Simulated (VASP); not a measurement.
# TePb (F-43m) in VASP: notebook, part 3 of 3

VASP 6.6.1.

### Step 6. Single point, r2SCAN (51.19 Å³/atom)

This run uses another cell than the first one, of 51.19 Å³/atom.

The input, POSCAR:

```
TePb
1.0
    0.0000000000      3.7129140289      3.7129140289
    3.7129140289      0.0000000000      3.7129140289
    3.7129140289      3.7129140289      0.0000000000
Pb Te
1 1
Direct
    0.0000000000      0.0000000000      0.0000000000
    0.2500000000      0.2500000000      0.2500000000
```

The input, INCAR.step1:

```
SYSTEM = TePb
PREC = Accurate
ENCUT = 520
ISMEAR = 0
SIGMA = 0.01
LREAL = .FALSE.
LASPH = .TRUE.
NELM = 80
NBANDS = 17
GGA = PE
ALGO = Normal
EDIFF = 1E-4
LWAVE = .TRUE.
LCHARG = .FALSE.
```

The input, INCAR.step2:

```
SYSTEM = TePb
PREC = Accurate
ENCUT = 520
EDIFF = 1E-7
ISMEAR = 0
SIGMA = 0.01
LREAL = .FALSE.
LASPH = .TRUE.
NELM = 80
ALGO = Normal
ISIF = 2
LWAVE = .FALSE.
LCHARG = .TRUE.
METAGGA = R2SCAN
LMIXTAU = .TRUE.
LELF = .TRUE.
LVHAR = .TRUE.
NBANDS = 17
ISTART = 1
```

The input, KPOINTS:

```
regular mesh
0
G
  6 6 6
  0 0 0
```

Potentials or basis: VASP PAW PBE potentials, release 64 (Pb_d, Te).

Launch:

```sh
cat potpaw_PBE.64/Pb_d/POTCAR potpaw_PBE.64/Te/POTCAR > POTCAR
cp INCAR.step1 INCAR
mpirun -np 1 vasp_std > vasp.out
cp INCAR.step2 INCAR
mpirun -np 1 vasp_std > vasp.out
```

OUTCAR:

```text
SYSTEM = TePb
   PREC = Accurate
   ENCUT = 520
   EDIFF = 1E-7
   ISMEAR = 0
   LREAL = .FALSE.
   LASPH = .TRUE.
   NELM = 80
   ISIF = 2
   METAGGA = R2SCAN
   ISTART = 1

 ion  position               nearest neighbor table
   1  0.000  0.000  0.000-   2 3.22   2 3.22   2 3.22   2 3.22
   2  0.250  0.250  0.250-   1 3.22   1 3.22   1 3.22   1 3.22

  LATTYP: Found a face centered cubic cell.
 ALAT       =     7.4258280578

  Lattice vectors:

 A1 = (   0.0000000000,   3.7129140289,   3.7129140289)
 A2 = (   3.7129140289,   0.0000000000,   3.7129140289)
 A3 = (   3.7129140289,   3.7129140289,   0.0000000000)

Analysis of symmetry for initial positions (statically):
=====================================================================
 Subroutine PRICEL returns:
 Original cell was already a primitive cell.

 Routine SETGRP: Setting up the symmetry group for a
 face centered cubic supercell.

 Subroutine GETGRP returns: Found 24 space group operations
 (whereof 24 operations were pure point group operations)
 out of a pool of 48 trial point group operations.

The static configuration has the point symmetry T_d .

Analysis of symmetry for dynamics (positions and initial velocities):
=====================================================================
 Subroutine PRICEL returns:
 Original cell was already a primitive cell.

 Routine SETGRP: Setting up the symmetry group for a
 face centered cubic supercell.

 Subroutine GETGRP returns: Found 24 space group operations
 (whereof 24 operations were pure point group operations)
 out of a pool of 48 trial point group operations.

The dynamic configuration has the point symmetry T_d .

 Subroutine INISYM returns: Found 24 space group operations
 (whereof 24 operations are pure point group operations),
 and found     1 'primitive' translations

[... 99 lines left out ...]
   EFERMI =   0.00;   METHOD = LEGACY
   ISMEAR =     0;   SIGMA  =   0.01  broadening in eV -4-tet -1-fermi 0-gaus
   EFERMI_NEDOS =   21; number of points for ismear=-14 and -15
   IALGO  =     38    algorithm
   IMIX   =      4    mixing-type and parameters
     AMIX     =   0.40;   BMIX     =  1.00
     AMIX_MAG =   1.60;   BMIX_MAG =  1.00
  volume/ion in A,a.u.               =      51.19       345.41
  Fermi-wavevector in a.u.,A,eV,Ry     =   0.949934  1.795114 12.277543  0.902374
  Thomas-Fermi vector in A             =   2.078263
   LORBIT       =      0    0 simple, 1 ext, 2 COOP (PROOUT), +10 PAW based schemes
   METAGGA = R2SCAN    functional components
   LHFCALC =     F    Hartree Fock is set to
   AEXX    =    0.0000 exact exchange contribution
   IVDW    =     0    specifies the selected vdW correction
   LEPSILON=     F    determine dielectric tensor
   LRPA    =     F    only Hartree local field effects (RPA)
 non-spin polarized calculation
 Gauss-broadening in eV      SIGMA  =   0.01
  energy-cutoff  :      520.00
  volume of cell :      102.37
 maximum number of plane-waves:      2778
   NGX = 19   NGY = 19   NGZ = 19

 number of electron      19.9999999 magnetization

 Free energy of the ion-electron system (eV)
  ---------------------------------------------------
  ext. energy  EPLUGINS =         0.00000000
  ---------------------------------------------------
  free energy    TOTEN  =       -82.18791516 eV

  energy without entropy =      -82.18791516  energy(sigma->0) =      -82.18791516

 E-fermi :   2.0981     XC(G=0):  -7.6917

 val. band max:        1.9666570274   @ k =  -0.3333   0.5000   0.1667
 cond. band min:       2.9771823334   @ k =   0.5000   0.5000   0.0000
 fundamental gap:      1.0105253061
 Fermi energy:         2.0981143413

 k-point     1 :       0.0000    0.0000    0.0000
  band No.  band energies     occupation
      1     -15.4188      2.00000
      2     -15.4188      2.00000
      3     -15.4188      2.00000
      4     -15.3978      2.00000
      5     -15.3978      2.00000
      6      -9.3779      2.00000
[... 297 lines left out ...]
      4     -15.3993      2.00000
      5     -15.3963      2.00000
      6      -8.3588      2.00000
[... 9 lines left out ...]
     16      10.6797      0.00000
     17      10.9364      0.00000

------------------------ aborting loop because EDIFF is reached ----------------------------------------

  FORCE on cell =-STRESS in cart. coord.  units (eV):
  Direction    XX          YY          ZZ          XY          YZ          ZX
  --------------------------------------------------------------------------------------
  -------------------------------------------------------------------------------------
  Total       -0.8813552     -0.8813552     -0.8813552      0.0000000      0.0000000      0.0000000
  in kB      -13.7938938    -13.7938938    -13.7938938      0.0000000      0.0000000      0.0000000
  external PRESSURE =     -13.7938938 kB  Pullay stress =       0.0000000 kB

 VOLUME and BASIS-vectors are now :
 -----------------------------------------------------------------------------
  energy-cutoff  :      520.00
  volume of cell :      102.37
      direct lattice vectors                 reciprocal lattice vectors
     0.000000000  3.712914029  3.712914029    -0.134665116  0.134665116  0.134665116
     3.712914029  0.000000000  3.712914029     0.134665116 -0.134665116  0.134665116
     3.712914029  3.712914029  0.000000000     0.134665116  0.134665116 -0.134665116

 POSITION                                       TOTAL-FORCE (eV/Angst)
 -----------------------------------------------------------------------------------
      0.00000      0.00000      0.00000        -0.000000     -0.000000     -0.000000
      1.85646      1.85646      1.85646         0.000000      0.000000      0.000000
 -----------------------------------------------------------------------------------
    total drift:                                0.000000      0.000000      0.000000

  FREE ENERGIE OF THE ION-ELECTRON SYSTEM (eV)
  ---------------------------------------------------
  free  energy   TOTEN  =       -82.1879151626 eV

  energy  without entropy=      -82.1879151626  energy(sigma->0) =      -82.18791516
```

OUTCAR.step1:

```text
SYSTEM = TePb
   PREC = Accurate
   ENCUT = 520
   ISMEAR = 0
   LREAL = .FALSE.
   LASPH = .TRUE.
[... 530 lines left out ...]
      0.00000      0.00000      0.00000        -0.000000      0.000000      0.000000
      1.85646      1.85646      1.85646         0.000000     -0.000000     -0.000000
 -----------------------------------------------------------------------------------
    total drift:                                0.000000      0.000000      0.000000

  FREE ENERGIE OF THE ION-ELECTRON SYSTEM (eV)
  ---------------------------------------------------
  free  energy   TOTEN  =        -7.1365026104 eV

  energy  without entropy=       -7.1365026104  energy(sigma->0) =       -7.13650261
```

OSZICAR.step1:

```text
N       E                     dE             d eps       ncg     rms          rms(c)
DAV:   1     0.154506789003E+03    0.15451E+03   -0.85636E+03   544   0.102E+03
DAV:   2     0.431418604640E+01   -0.15019E+03   -0.14627E+03   572   0.272E+02
DAV:   3    -0.704469424995E+01   -0.11359E+02   -0.11322E+02   722   0.843E+01
DAV:   4    -0.737261846956E+01   -0.32792E+00   -0.32783E+00   735   0.188E+01
DAV:   5    -0.738400109708E+01   -0.11383E-01   -0.11383E-01   691   0.258E+00    0.302E+00
DAV:   6    -0.713488023361E+01    0.24912E+00   -0.64063E-01   745   0.413E+00    0.183E+00
DAV:   7    -0.713094233089E+01    0.39379E-02   -0.12455E-01   566   0.135E+00    0.964E-01
DAV:   8    -0.713567715521E+01   -0.47348E-02   -0.14847E-02   576   0.105E+00    0.183E-01
DAV:   9    -0.713592782971E+01   -0.25067E-03   -0.40667E-03   610   0.430E-01    0.608E-02
DAV:  10    -0.713633787025E+01   -0.41004E-03   -0.74863E-04   597   0.137E-01    0.429E-02
DAV:  11    -0.713649569312E+01   -0.15782E-03   -0.21716E-04   568   0.647E-02    0.188E-02
DAV:  12    -0.713650261040E+01   -0.69173E-05   -0.10585E-05   496   0.301E-02
   1 F= -.71365026E+01 E0= -.71365026E+01  d E =-.888614E-22
```

Wall time 93 s (1 thread of Intel Xeon Platinum 8488C (Sapphire Rapids), shared host); peak memory 0.27 GiB.

Results:

```yaml
Free_energy: -82.1879 eV
Pressure: -1.4 GPa
Band_gap_on_the_k_mesh: 1.01 eV (least direct gap 1.42 eV)
```

Caveat: the PAW data sets were made with another functional, which shifts forces and pressure a little; spin-orbit coupling is left out, which moves the levels of the heavy elements.

### Step 7. Overview

```tsv
cell	gap on the mesh (eV)	pressure (GPa)
a = 5.098 Å, angles 60.0°, 2 atoms	0.84	0.9
a = 5.150 Å, angles 60.0°, 2 atoms	0.91	0.0
a = 5.201 Å, angles 60.0°, 2 atoms	0.96	-0.7
a = 5.251 Å, angles 60.0°, 2 atoms	1.01	-1.4
```

Alike in all rows: task single point; level r2SCAN; potentials or basis VASP PAW PBE potentials, release 64 (Pb_d, Te); no spin polarisation; k mesh 6 × 6 × 6; cutoff (eV) 520; smearing gaussian 0.01 eV.

Caveats: the PAW data sets were made with another functional, which shifts forces and pressure a little; spin-orbit coupling is left out, which moves the levels of the heavy elements.

Total energies depend on the potentials used, so only differences within one code and one set of settings carry meaning.
